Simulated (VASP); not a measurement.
Runs of VASP 6.6.1 on PbSe. The structure is that of space group P6_3/mmc (No. 194), or close to it. The cells are those of the table. 

```csv
level,cell,gap on the mesh (eV),pressure (GPa)
PBE,"a = 4.199, b = 4.199, c = 7.590 Å, angles 90.0, 90.0, 120.0°, 4 atoms",none,1.9
PBE,"a = 4.271, b = 4.271, c = 7.644 Å, angles 90.0, 90.0, 120.0°, 4 atoms",0.21,0.0
PBE,"a = 4.172, b = 4.172, c = 7.570 Å, angles 90.0, 90.0, 120.0°, 4 atoms",none,(a)
PBEsol,"a = 4.271, b = 4.271, c = 7.644 Å, angles 90.0, 90.0, 120.0°, 4 atoms",0.13,(b)
PBE+D3(BJ),"a = 4.271, b = 4.271, c = 7.644 Å, angles 90.0, 90.0, 120.0°, 4 atoms",0.21,-1.8
```

Alike in all rows: task single point; potentials or basis VASP PAW PBE potentials, release 64 (Pb_d, Se); no spin polarisation; k mesh 8 × 8 × 6; cutoff (eV) 520; smearing gaussian 0.05 eV.

Q: Estimate the missing entries.

A: (a) 2.7; (b) -2.6.

Caveats: spin-orbit coupling is left out, which moves the levels of the heavy elements; semilocal functionals underestimate gaps, and a narrow one can read as zero (at least some runs); the PAW data sets were made with another functional, which shifts forces and pressure a little (at least some runs); three body term missing (at least some runs).

A k mesh can miss the band edges, and the runs leave out spin-orbit coupling on Pb, Se.

A gap of «none» marks levels without a gap at the run's occupations.
